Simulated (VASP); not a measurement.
# Ir (P6/mmm) in VASP: further runs

The runs below take Ir through relaxation of shape and atoms at fixed volume, with PBE.

All numbers are computed with VASP 6.6.1; they aren't measurements. Logs are shortened: lines on timing, memory, paths and dates and some standing lists are left out, and cuts for length are marked.

### 1 The cell of the first run

Symmetry: P6/mmm, No. 191, hexagonal system. Conventional cell: a = 2.137 Å, b = 2.137 Å, c = 2.089 Å, α = 90.00°, β = 90.00°, γ = 120.00°. Within 2.8 Å of Ir (site symmetry 6/mmm) lie 8 Ir at 2.09 to 2.14 Å.

### 2 Relaxation of shape and atoms at fixed volume, PBE

File INCAR:

```
  PREC = Accurate
  ENCUT = 600
  EDIFF = 1E-7
  ISMEAR = -1
  SIGMA = 0.05
  LREAL = False
  LASPH = True
  NELM = 60
  ALGO = Normal
  ISIF = 4
  LWAVE = False
  LCHARG = False
  GGA = PE
  IBRION = 2
  NSW = 50
  EDIFFG = -0.005
```

File KPOINTS:

```
regular mesh
0
Gamma
  16 16 15
```

File POSCAR:

```
Ir
1.0
    2.1368607785      0.0000000000      0.0000000000
   -1.0684303893      1.8505757185      0.0000000000
    0.0000000000      0.0000000000      2.0886490934
Ir
1
Direct
    0.0000000000      0.0000000000      0.0000000000
```

Potentials or basis: VASP PAW PBE potentials, release 64 (Ir).

Command:

```
$ cat potpaw_PBE.64/Ir/POTCAR > POTCAR
$ mpirun -np 1 vasp_std > vasp.out
```

OUTCAR:

```text
PREC = Accurate
   ENCUT = 600
   EDIFF = 1E-7
   ISMEAR = -1
   LREAL = False
   LASPH = True
   NELM = 60
   ISIF = 4
   GGA = PE
   IBRION = 2
   NSW = 50
   EDIFFG = -0.005

 ion  position               nearest neighbor table
   1  0.000  0.000  0.000-

  LATTYP: Found a hexagonal cell.
 ALAT       =     2.1368607785
 C/A-ratio  =     0.9774380785

  Lattice vectors:

 A1 = (   2.1368607785,   0.0000000000,   0.0000000000)
 A2 = (  -1.0684303893,   1.8505757185,   0.0000000000)
 A3 = (   0.0000000000,   0.0000000000,   2.0886490934)

Analysis of symmetry for initial positions (statically):
=====================================================================
 Subroutine PRICEL returns:
 Original cell was already a primitive cell.

 Routine SETGRP: Setting up the symmetry group for a
 hexagonal supercell.

 Subroutine GETGRP returns: Found 24 space group operations
 (whereof 24 operations were pure point group operations)
 out of a pool of 24 trial point group operations.

The static configuration has the point symmetry D_6h.

Analysis of symmetry for dynamics (positions and initial velocities):
=====================================================================
 Subroutine PRICEL returns:
 Original cell was already a primitive cell.

 Routine SETGRP: Setting up the symmetry group for a
 hexagonal supercell.

 Subroutine GETGRP returns: Found 24 space group operations
 (whereof 24 operations were pure point group operations)
 out of a pool of 24 trial point group operations.

The dynamic configuration has the point symmetry D_6h.

 Subroutine INISYM returns: Found 24 space group operations
 (whereof 24 operations are pure point group operations),
 and found     1 'primitive' translations

----------------------------------------------------------------------------------------

                                     Primitive cell

  volume of cell :       8.2594

  direct lattice vectors                    reciprocal lattice vectors
     2.136860779  0.000000000  0.000000000     0.467976206  0.270186189  0.000000000
    -1.068430389  1.850575719  0.000000000     0.000000000  0.540372377  0.000000000
     0.000000000  0.000000000  2.088649093     0.000000000  0.000000000  0.478778366

  length of vectors
     2.136860779  2.136860778  2.088649093     0.540372377  0.540372377  0.478778366

  position of ions in fractional coordinates (direct lattice)
     0.000000000  0.000000000  0.000000000

  ion indices of the primitive-cell ions
   primitive index   ion index
                 1           1

----------------------------------------------------------------------------------------

 KPOINTS: regular mesh

Automatic generation of k-mesh.
 Grid dimensions read from file:
 generate k-points for:   16   16   15

 Generating k-lattice:

  Cartesian coordinates                     Fractional coordinates (reciprocal lattice)
     0.029248513  0.016886637  0.000000000     0.062500000  0.000000000  0.000000000
     0.000000000  0.033773274  0.000000000     0.000000000  0.062500000  0.000000000
     0.000000000  0.000000000  0.031918558     0.000000000  0.000000000  0.066666667

  Length of vectors
     0.033773274  0.033773274  0.031918558

  Shift w.r.t. Gamma in fractional coordinates (k-lattice)
     0.000000000  0.000000000  0.000000000

 Subroutine IBZKPT returns following result:
 ===========================================

 Found    240 irreducible k-points:

 Following reciprocal coordinates:
            Coordinates               Weight
  0.000000  0.000000  0.000000      1.000000
  0.062500 -0.000000  0.000000      6.000000
  0.125000 -0.000000  0.000000      6.000000
  0.187500  0.000000  0.000000      6.000000
  0.250000 -0.000000  0.000000      6.000000
  0.312500  0.000000  0.000000      6.000000
[... 16 lines left out ...]
  0.187500  0.187500  0.000000      6.000000
  0.250000  0.187500  0.000000     12.000000
 [... further k-points ...]
   k-points           NKPTS =    240   k-points in BZ     NKDIM =    240   number of bands    NBANDS=      8
   number of dos      NEDOS =    301   number of ions     NIONS =      1
   total plane-waves  NPLWV =   5832
   dimension x,y,z NGX =    18 NGY =   18 NGZ =   18
   dimension x,y,z NGXF=    36 NGYF=   36 NGZF=   36
   ions per type =               1
   NGX,Y,Z   is equivalent  to a cutoff of  14.00, 14.00, 14.33 a.u.
   NGXF,Y,Z  is equivalent  to a cutoff of  28.01, 28.01, 28.65 a.u.
 SYSTEM =  unknown system
   PREC   = accura    normal or accurate (medium, high low for compatibility)
   ISTART =      0    job   : 0-new  1-cont  2-samecut
   ICHARG =      2    charge: 1-file 2-atom 10-const
   ISPIN  =      1    spin polarized calculation?
   LNONCOLLINEAR =      F non collinear calculations
   LSORBIT =      F    spin-orbit coupling
   LASPH  =      T    aspherical Exc in radial PAW
   ENCUT  =  600.0 eV  44.10 Ry    6.64 a.u.   4.27  4.27  4.17*2*pi/ulx,y,z
   NELM   =     60;   NELMIN=  2; NELMDL= -5     # of ELM steps
   EDIFF  = 0.1E-06   stopping-criterion for ELM
   LREAL  =      F    real-space projection
   EDIFFG = -.5E-02   stopping-criterion for IOM
   NSW    =     50    number of steps for IOM
   IBRION =      2    ionic relax: 0-MD 1-quasi-New 2-CG
   NFREE  =      1    steps in history (QN), initial steepest desc. (CG)
   ISIF   =      4    stress and relaxation
   ISYM   =      2    0-nonsym 1-usesym 2-fastsym
   POTIM  = 0.5000    time-step for ionic-motion
   TEBEG  =    0.0;   TEEND  =   0.0 temperature during run
   PSTRESS=    0.0 pullay stress
   NELECT =       9.0000    total number of electrons
   NUPDOWN=      -1.0000    fix difference up-down
   EMIN   =  10.00;   EMAX   =-10.00  energy-range for DOS
   EFERMI =   0.00;   METHOD = LEGACY
   ISMEAR =    -1;   SIGMA  =   0.05  broadening in eV -4-tet -1-fermi 0-gaus
   EFERMI_NEDOS =   21; number of points for ismear=-14 and -15
   IALGO  =     38    algorithm
   IMIX   =      4    mixing-type and parameters
     AMIX     =   0.40;   BMIX     =  1.00
     AMIX_MAG =   1.60;   BMIX_MAG =  1.00
  volume/ion in A,a.u.               =       8.26        55.74
  Fermi-wavevector in a.u.,A,eV,Ry     =   1.684636  3.183501 38.613325  2.837999
  Thomas-Fermi vector in A             =   2.767623
   LORBIT       =      0    0 simple, 1 ext, 2 COOP (PROOUT), +10 PAW based schemes
   GGA     = PE    functional components
   LHFCALC =     F    Hartree Fock is set to
   AEXX    =    0.0000 exact exchange contribution
   IVDW    =     0    specifies the selected vdW correction
   LEPSILON=     F    determine dielectric tensor
   LRPA    =     F    only Hartree local field effects (RPA)
 conjugate gradient relaxation of ions
 non-spin polarized calculation
  energy-cutoff  :      600.00
  volume of cell :        8.26
 maximum number of plane-waves:       290
 NGX is ok and might be reduce to    18
   NGX =  9   NGY =  9   NGZ =  9

--------------------------------------- Ionic step        1  -------------------------------------------

 number of electron       9.0000000 magnetization

 Free energy of the ion-electron system (eV)
  ---------------------------------------------------
  ext. energy  EPLUGINS =         0.00000000
  ---------------------------------------------------
  free energy    TOTEN  =         3.13973324 eV

  energy without entropy =        3.14268937  energy(sigma->0) =        3.14121130

------------------------ aborting loop because EDIFF is reached ----------------------------------------

  FORCE on cell =-STRESS in cart. coord.  units (eV):
  Direction    XX          YY          ZZ          XY          YZ          ZX
  --------------------------------------------------------------------------------------
  -------------------------------------------------------------------------------------
  Total       47.6242112     47.6242111     38.4522288     -0.0000000      0.0000000     -0.0000000
  in kB     9238.2520788   9238.2520784   7459.0502223     -0.0000002      0.0000000     -0.0000000
  external PRESSURE =    8645.1847932 kB  Pullay stress =       0.0000000 kB
[... 86 lines left out ...]
  FREE ENERGIE OF THE ION-ELECTRON SYSTEM (eV)
  ---------------------------------------------------
  free  energy   TOTEN  =         3.0299291705 eV

  energy  without entropy=        3.0333934601  energy(sigma->0) =        3.03166132

[... ionic steps 4 to 13 ...]

--------------------------------------- Ionic step       14  -------------------------------------------

 number of electron       9.0000000 magnetization

------------------------ aborting loop because EDIFF is reached ----------------------------------------

  FORCE on cell =-STRESS in cart. coord.  units (eV):
  Direction    XX          YY          ZZ          XY          YZ          ZX
  --------------------------------------------------------------------------------------
  -------------------------------------------------------------------------------------
  Total       44.1620144     44.1620143     44.1531295     -0.0000000     -0.0000000      0.0000000
  in kB     8566.6473217   8566.6473155   8564.9238248     -0.0000049     -0.0000000      0.0000000
  external PRESSURE =    8566.0728207 kB  Pullay stress =       0.0000000 kB
[... 55 lines left out ...]
  energy  without entropy=        3.0309607742  energy(sigma->0) =        3.02919918

--------------------------------------- Ionic step       16  -------------------------------------------

 number of electron       9.0000000 magnetization

 Free energy of the ion-electron system (eV)
  ---------------------------------------------------
  ext. energy  EPLUGINS =         0.00000000
  ---------------------------------------------------
  free energy    TOTEN  =         3.02743755 eV

  energy without entropy =        3.03096069  energy(sigma->0) =        3.02919912

 E-fermi :  22.2385     XC(G=0): -17.2495

 val. band max:       22.2275969332   @ k =   0.1875   0.0000   0.3333
 cond. band min:      22.2486869549   @ k =   0.3125   0.0625   0.1333
 fundamental gap:      0.0210900217
 Fermi energy:        22.2385209610

 k-point     1 :       0.0000    0.0000    0.0000
  band No.  band energies     occupation
      1       5.4229      2.00000
      2       7.1313      2.00000
      3      13.9436      2.00000
      4      13.9436      2.00000
      5      26.3490      0.00000
      6      26.3490      0.00000
      7      34.6750      0.00000
      8      42.3446      0.00000
[... 243 lines left out ...]
 k-point    24 :       0.2500    0.1875    0.0000
  band No.  band energies     occupation
      1       9.7391      2.00000
      2       9.9906      2.00000
      3      13.9294      2.00000
      4      19.3583      2.00000
      5      23.2459      0.00000
      6      26.0505      0.00000
      7      37.2739      0.00000
      8      38.4966      0.00000

 [... further k-points ...]

------------------------ aborting loop because EDIFF is reached ----------------------------------------

  FORCE on cell =-STRESS in cart. coord.  units (eV):
  Direction    XX          YY          ZZ          XY          YZ          ZX
  --------------------------------------------------------------------------------------
  -------------------------------------------------------------------------------------
  Total       44.1610424     44.1610424     44.1547571     -0.0000000     -0.0000000      0.0000000
  in kB     8566.4587784   8566.4587715   8565.2395456     -0.0000054     -0.0000000      0.0000000
  external PRESSURE =    8566.0523652 kB  Pullay stress =       0.0000000 kB
[... 16 lines left out ...]
  FREE ENERGIE OF THE ION-ELECTRON SYSTEM (eV)
  ---------------------------------------------------
  free  energy   TOTEN  =         3.0274375462 eV

  energy  without entropy=        3.0309606929  energy(sigma->0) =        3.02919912

 reached required accuracy - stopping structural energy minimisation
```

Run time: 79 s. Hardware: 1 thread of Intel Xeon 6975P-C (Granite Rapids), shared host; peak memory 0.14 GiB.

The run converged, but its numbers aren't listed here, since they failed a check.

Caveat: spin-orbit coupling is left out, which moves the levels of the heavy elements.

(Part 1 of 2 ends here.)
